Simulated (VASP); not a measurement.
Write the native input for VASP 6.6.1 that does the following.

| Quantity | Value |
| --- | --- |
| Task | single point |
| Functional | PBE |
| Potentials or basis | VASP PAW PBE potentials, release 64 (Sn_d, Bi_d, O) |
| Cutoff | 520 eV |
| k mesh | 2 × 2 × 2 |
| Occupations | gaussian, width 0.15 eV |
| Spin | no spin polarisation |
| Dipole correction | no |
| Further INCAR settings | ALGO = Normal; EDIFF = 1e-07; NBANDS = 81 |

The structure of SnBi2O4 lies in POSCAR:

```
SnBi2O4
1.0
    0.0000000000      5.0611849105      5.0611849105
    5.0611849105      0.0000000000      5.0611849105
    5.0611849105      5.0611849105      0.0000000000
Sn Bi O
2 4 8
Direct
    0.5000000000      0.5000000000      0.5000000000
    0.7500000000      0.7500000000      0.7500000000
    0.1250000000      0.1250000000      0.1250000000
    0.6250000000      0.1250000000      0.1250000000
    0.1250000000      0.6250000000      0.1250000000
    0.1250000000      0.1250000000      0.6250000000
    0.9011090530      0.3662969823      0.3662969823
    0.3662969823      0.3662969823      0.3662969823
    0.3662969823      0.3662969823      0.9011090530
    0.3662969823      0.9011090530      0.3662969823
    0.8837030177      0.3488909470      0.8837030177
    0.8837030177      0.8837030177      0.8837030177
    0.8837030177      0.8837030177      0.3488909470
    0.3488909470      0.8837030177      0.8837030177
```

One way to write it, as run:

INCAR

```
ALGO = Normal
EDIFF = 1E-7
ENCUT = 520
GGA = PE
ISIF = 2
ISMEAR = 0
LASPH = True
LCHARG = False
LREAL = False
LWAVE = False
NBANDS = 81
NELM = 100
PREC = Accurate
SIGMA = 0.15
```

KPOINTS

```
k-points
0
Gamma
  2 2 2
```

Potentials or basis: VASP PAW PBE potentials, release 64 (Sn_d, Bi_d, O).

Command:

```sh
$ cat potpaw_PBE.64/Sn_d/POTCAR potpaw_PBE.64/Bi_d/POTCAR potpaw_PBE.64/O/POTCAR > POTCAR
$ mpirun -np 1 vasp_std > vasp.out
```

It gave:

```
Pressure               : -0.3 GPa
Largest force          : 0.062 eV/Å
Band gap on the k mesh : 0.42 eV
```

Caveat: the k points lie up to 0.54 Å⁻¹ apart; spin-orbit coupling is left out, which moves the levels of the heavy elements.

Run time: 82 s on 1 thread of AMD EPYC 9R45 96-Core Processor (Zen 5), on a shared host, peak memory 0.39 GiB.
